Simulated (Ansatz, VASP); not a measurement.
# Two plane-wave programs on BAs

File INCAR:

```
PREC = Accurate
ENCUT = 520
EDIFF = 1E-6
ISMEAR = 0
SIGMA = 0.05
LREAL = F
LASPH = T
NELM = 60
ALGO = Normal
ISIF = 2
LWAVE = F
LCHARG = T
GGA = PE
LELF = T
LVHAR = T
NBANDS = 11
```

Contents of KPOINTS:

```
Automatic mesh
0
Gamma
  10 10 10
```

The input POSCAR:

```
BAs
1.0
    0.0000000000      2.3885000000      2.3885000000
    2.4601550000      0.0000000000      2.3885000000
    2.4601550000      2.3885000000      0.0000000000
B As
1 1
Direct
    0.0000000000      0.0000000000      0.0000000000
    0.7500000000      0.7500000000      0.7500000000
```

Input for Ansatz:

```yaml
crystal:
  lattice:
    - [0.0, 2.3885, 2.3885]
    - [2.460155, 0.0, 2.3885]
    - [2.460155, 2.3885, 0.0]
  atoms:
    - { symbol: B, position: [0.0, 0.0, 0.0] }
    - { symbol: As, position: [0.75, 0.75, 0.75] }
basis:
  ecutwfc: 420
kpoints:
  mp_grid: { grid: [10, 10, 10] }
hamiltonian:
  xc: pbe
scf:
  occupations: { method: gaussian, width: 0.05 }
output:
  forces: true
  stress: true
  eigenvalues: true
  write_density: true
  write_potential: true
  elf: true
  volumetric_format: npy
```

Change from the starting cell: strain +0.0300 x Voigt [1, 0, 0, 0, 0, 0], atoms carried along.

Alike in both runs: task single point; functional PBE; k mesh 10 × 10 × 10; occupations gaussian, width 0.05 eV; no spin polarisation.

```csv
,VASP,Ansatz
version,VASP 6.6.1,Ansatz 0.2.0
potentials or method,"VASP PAW PBE potentials, release 64 (B, As), cutoff 520 eV","scalar-relativistic, plane waves, PAW"
valence electrons in the cell,8,18
```

VASP gave:

- gap on the k mesh at the Fermi level (eV): 0.99
- least direct gap on the mesh (eV): 3.09
- pressure (GPa): -0.6
- traceless stress, the component that is largest in VASP (GPa): -4.13

Estimate Ansatz's values.

gap on the k mesh at the Fermi level (eV): 0.99; least direct gap on the mesh (eV): 3.09; pressure (GPa): -1.2; traceless stress, the component that is largest in VASP (GPa): -4.14.

VASP's potentials hold 8 valence electrons a cell and Ansatz's 18, so a difference there can come from the potentials and not from the codes.
